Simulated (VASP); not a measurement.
A run of VASP 6.6.1 is set up as follows.

Contents of POSCAR:

```
PbF2
1.0
    5.5782091968      0.0000000000      0.0000000000
    0.0000000000      5.5782091968      0.0000000000
    0.0000000000      0.0000000000      3.9398845654
Pb F
2 4
Direct
    0.0000000000      0.0000000000      0.0000000000
    0.5000000000      0.5000000000      0.5000000000
    0.3092282397      0.3092282397      0.0000000000
    0.1907717603      0.8092282397      0.5000000000
    0.8092282397      0.1907717603      0.5000000000
    0.6907717603      0.6907717603      0.0000000000
```

File INCAR.step1:

```
ALGO = Normal ; EDIFF = 1E-4
ENCUT = 520 ; GGA = PE
ISMEAR = -1 ; LASPH = T
LCHARG = F ; LREAL = F
LWAVE = T ; NBANDS = 37
NELM = 60 ; PREC = Accurate
SIGMA = 0.001
```

File INCAR.step2:

```
ALGO = Normal ; EDIFF = 1E-6
ENCUT = 520 ; ISIF = 2
ISMEAR = -1 ; ISTART = 1
LASPH = T ; LCHARG = T
LELF = T ; LMIXTAU = T
LREAL = F ; LVHAR = T
LWAVE = F ; METAGGA = R2SCAN
NBANDS = 37 ; NELM = 60
PREC = Accurate ; SIGMA = 0.001
```

File KPOINTS:

```
k-points
0
Gamma
  4 4 4
```

Potentials or basis: VASP PAW PBE potentials, release 64 (Pb_d, F).

Command:

```bash
$ cat potpaw_PBE.64/Pb_d/POTCAR potpaw_PBE.64/F/POTCAR > POTCAR
$ cp INCAR.step1 INCAR
$ mpirun -np 1 vasp_std > vasp.out
$ cp INCAR.step2 INCAR
$ mpirun -np 1 vasp_std > vasp.out
```

(1) What does it give for the pressure?

(2) Predict the band gap on the k mesh.

Answers

(1) 0.0 GPa.

(2) 4.05 eV (least direct gap 4.32 eV).

Caveat: the structure was generated, so it needn't be the stable form of PbF2; the PAW data sets were made with another functional, which shifts forces and pressure a little; spin-orbit coupling is left out, which moves the levels of the heavy elements.
